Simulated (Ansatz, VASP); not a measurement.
## Bi: VASP beside Ansatz

```
CELL_PARAMETERS angstrom
2.29690 1.32612 3.99557
-2.29690 1.32612 3.99557
0.00000 -2.65222 3.99557
ATOMIC_POSITIONS crystal
Bi 0.23389 0.23389 0.23389
Bi 0.76611 0.76611 0.76611
```

Alike in both runs: task single point; functional r2SCAN; k mesh 9 × 9 × 9; no spin polarisation.

```csv
,VASP,Ansatz
version,VASP 6.6.1,Ansatz 0.2.0
potentials or method,"VASP PAW PBE potentials, release 64 (Bi_d), cutoff 520 eV",PAW plane waves
occupations,"fermi-dirac, width 0.1 eV",fermi-dirac
valence electrons in the cell,30,30
```

```tsv
	VASP	Ansatz	Ansatz less VASP
pressure (GPa)	-0.7	-0.6	+0.04
traceless stress, the component that is largest in VASP (GPa)	0.50	0.50	-0.001
rms of the force components (eV/Å)	0.076	0.080	+0.0043
```

VASP's potentials were made for PBE, not for r2SCAN. Atom by atom the forces differ by 0.004 eV/Å (rms over components). Ansatz's warnings: structure snapped to symmetry.

Spin-orbit coupling is off throughout.
